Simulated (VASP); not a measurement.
BaS:

```
Ba S
1.0
     0.00000    3.21180    3.21180
     3.21180    0.00000    3.21180
     3.21180    3.21180    0.00000
Ba S
1 1
Direct
  0.00000 0.00000 0.00000
  0.50000 0.50000 0.50000
```

Program: VASP 6.6.1. Alike in all runs: task single point; potentials or basis VASP PAW PBE potentials, release 64 (Ba_sv, S); no spin polarisation; cell as given; cutoff (eV) 520; smearing gaussian 0.01 eV. Hardware: 1 thread of Intel(R) Xeon(R) Platinum 8259CL CPU @ 2.50GHz (Skylake/Cascade Lake), with other jobs on the host.

Task: Order these runs on this cell by their wall time, lowest first.
A. level PBE; k mesh 6 × 6 × 6
B. level r2SCAN; k mesh 4 × 4 × 4
C. level PBE0; k mesh 4 × 4 × 4; grid for exact exchange (PRECFOCK) Normal

Result: A (24 s), B (77 s), C (810 s).

Caveats: some runs use coarse meshes.
